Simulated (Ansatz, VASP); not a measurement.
# Two plane-wave programs on SnO

INCAR

```
SYSTEM = SnO
PREC     = Accurate       ! precision mode
ENCUT    = 520            ! plane-wave cutoff, eV
EDIFF    = 1E-6           ! SCF threshold, eV
ISMEAR   = 0              ! smearing method
SIGMA    = 0.05           ! smearing width, eV
LREAL    = .False.        ! projectors in reciprocal space
LASPH    = .True.         ! aspherical terms in the spheres
NELM     = 80             ! most SCF steps
ALGO     = Normal         ! electronic algorithm
ISIF     = 2              ! what is computed and relaxed
LWAVE    = .False.        ! write WAVECAR
LCHARG   = .True.         ! write CHGCAR
GGA      = PS             ! functional
LELF     = .True.         ! ELF
LVHAR    = .True.       
NBANDS   = 28             ! bands
```

The input KPOINTS:

```
regular mesh
0
Gamma
  8 6 6
  0 0 0
```

File POSCAR:

```
SnO
1.0
    3.3550050000      0.0000000000      0.0000000000
    0.0000000000      5.6741040000      0.0000000000
    0.0000000000      0.0000000000      4.2219700000
Sn O
2 2
Direct
   -0.0105380883      0.2256780005      0.5131440000
    0.4894619117      0.7618600005      0.0131440000
    0.0000000000      0.8912500000      0.7368570000
    0.5000000000      0.1087500000      0.2368570000
```

Input for Ansatz:

```yaml
crystal:
  lattice:
    - [3.355005, 0.0, 0.0]
    - [0.0, 5.674104, 0.0]
    - [0.0, 0.0, 4.22197]
  atoms:
    - { symbol: Sn, position: [-0.0105380883, 0.2256780005, 0.513144] }
    - { symbol: Sn, position: [0.4894619117, 0.7618600005, 0.013144] }
    - { symbol: O, position: [0.0, 0.89125, 0.736857] }
    - { symbol: O, position: [0.5, 0.10875, 0.236857] }
basis:
  ecutwfc: 420
kpoints:
  mp_grid: { grid: [8, 6, 6] }
hamiltonian:
  xc: pbesol
scf:
  occupations: { method: gaussian, width: 0.05 }
output:
  forces: true
  stress: true
  eigenvalues: true
  write_density: true
  write_potential: true
  elf: true
  volumetric_format: npy
```

Change from the starting cell: all Sn atoms moved -0.050 Å, as atom 1 along Cartesian [1 1 0].

Alike in both runs: task single point; functional PBEsol; k mesh 8 × 6 × 6; occupations gaussian, width 0.05 eV; no spin polarisation.

```csv
,VASP,Ansatz
version,VASP 6.6.1,Ansatz 0.2.0
potentials or method,"VASP PAW PBE potentials, release 64 (Sn_d, O), cutoff 520 eV","scalar-relativistic, plane waves, PAW"
valence electrons in the cell,40,40
```

VASP gave:

```
gap on the k mesh at the Fermi level (eV)                     : 1.32
least direct gap on the mesh (eV)                             : 1.95
pressure (GPa)                                                : -2.8
traceless stress, the component that is largest in VASP (GPa) : 0.68
rms of the force components (eV/Å)                            : 0.257
```

Task: What did Ansatz give for the same quantities?

Result: gap on the k mesh at the Fermi level (eV): 1.33; least direct gap on the mesh (eV): 1.96; pressure (GPa): -3.0; traceless stress, the component that is largest in VASP (GPa): 0.65; rms of the force components (eV/Å): 0.273.

VASP's potentials were made for PBE, not for PBEsol. Atom by atom the forces differ by 0.034 eV/Å (rms over components). With one functional, cell and mesh, what is left measures potentials, basis and numerics.
